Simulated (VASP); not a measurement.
WS2, a slab with vacuum:

```
W S
1.0
     3.14534    0.00000    0.00000
    -1.57267    2.72394    0.00000
     0.00000    0.00000   18.00000
W S
1 2
Direct
  0.33333 0.66667 0.50000
  0.66667 0.33333 0.58706
  0.66667 0.33333 0.41294
```

Base run:

| Property | Result |
| --- | --- |
| Program | VASP 6.6.1 |
| Functional | PBEsol |
| Potentials or basis | VASP PAW PBE potentials, release 64 (W_sv, S) |
| Cutoff | 500 eV |
| k mesh | 9 × 9 × 1 |
| Occupations | fermi-dirac, width 0.05 eV |
| Spin | no spin polarisation |

Its results: band gap on the k mesh 1.94 eV, direct; largest force 0.020 eV/Å.

Problem. The run is repeated on the same cell with these changes: functional from PBEsol to r2SCAN; cutoff from 500 eV to 520 eV. What comes out?

Solution. Band gap on the k mesh 2.08 eV, direct; largest force 0.114 eV/Å.

r2SCAN gives the wider gap, since meta-GGAs in the generalised Kohn-Sham scheme recover part of the derivative discontinuity.

Caveats: the PAW data sets were made with another functional, which shifts forces and pressure a little; spin-orbit coupling is left out, which moves the levels of the heavy elements.

A k mesh can miss the band edges.
